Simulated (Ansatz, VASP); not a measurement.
**Nb2Te2S in VASP and in Ansatz**

File INCAR:

```
PREC = Accurate
ENCUT = 520
EDIFF = 1E-7
ISMEAR = 0
SIGMA = 0.1
LREAL = False
LASPH = True
NELM = 150
ALGO = Normal
ISIF = 2
LWAVE = False
LCHARG = True
ISPIN = 2
MAGMOM = 0 0 0 0 0
LORBIT = 11
LMAXMIX = 4
GGA = PE
LELF = True
LVHAR = True
NBANDS = 34
```

Contents of KPOINTS:

```
regular mesh
0
Gamma
  4 4 4
```

Contents of POSCAR:

```
Nb2Te2S
1.0
    2.7687738600     -4.1166844900      0.0000000000
    2.7687738600      4.1166844900      0.0000000000
    0.0000000000      0.0000000000      5.5944644800
Nb Te S
2 2 1
Direct
    0.7734916000      0.7734916000      0.0000000000
    0.2265084000      0.2265084000      0.0000000000
    0.0000000000      0.5000000000      0.0000000000
    0.5000000000      0.0000000000      0.0000000000
    0.0000000000      0.0000000000      0.5000000000
```

Input for Ansatz:

```yaml
crystal:
  lattice:
    - [2.76877386, -4.11668449, 0.0]
    - [2.76877386, 4.11668449, 0.0]
    - [0.0, 0.0, 5.59446448]
  atoms:
    - { symbol: Nb, position: [0.7734916, 0.7734916, 0.0] }
    - { symbol: Nb, position: [0.2265084, 0.2265084, 0.0] }
    - { symbol: Te, position: [0.0, 0.5, 0.0] }
    - { symbol: Te, position: [0.5, 0.0, 0.0] }
    - { symbol: S, position: [0.0, 0.0, 0.5] }
basis:
  ecutwfc: 420
kpoints:
  mp_grid: { grid: [4, 4, 4] }
hamiltonian:
  xc: pbe
scf:
  occupations: { method: gaussian, width: 0.1 }
  lower_state_search: "off"
output:
  forces: true
  stress: true
  eigenvalues: true
  populations: true
magnetization:
  spin_polarized: true
```

Alike in both runs: task single point; functional PBE; k mesh 4 × 4 × 4; occupations gaussian, width 0.1 eV; collinear spin.

```csv
,VASP,Ansatz
version,VASP 6.6.1,Ansatz 0.2.0
potentials or method,"VASP PAW PBE potentials, release 64 (Nb_sv, Te, S), cutoff 520 eV","scalar-relativistic, plane waves, PAW"
valence electrons in the cell,44,64
```

|  | VASP | Ansatz | Ansatz less VASP |
| --- | --- | --- | --- |
| gap on the k mesh at the Fermi level (eV) | none | none | - |
| rms of the force components (eV/Å) | 0.574 | 0.591 | +0.0167 |

Atom by atom the forces differ by 0.017 eV/Å (rms over components). A gap of «none» marks a metal or a gap that the smearing closes. With one functional, cell and mesh, what is left measures potentials, basis and numerics. VASP's potentials hold 44 valence electrons a cell and Ansatz's 64, so a difference there can come from the potentials and not from the codes. Ansatz's warnings: no starting moments.

Neither program's run includes spin-orbit coupling.
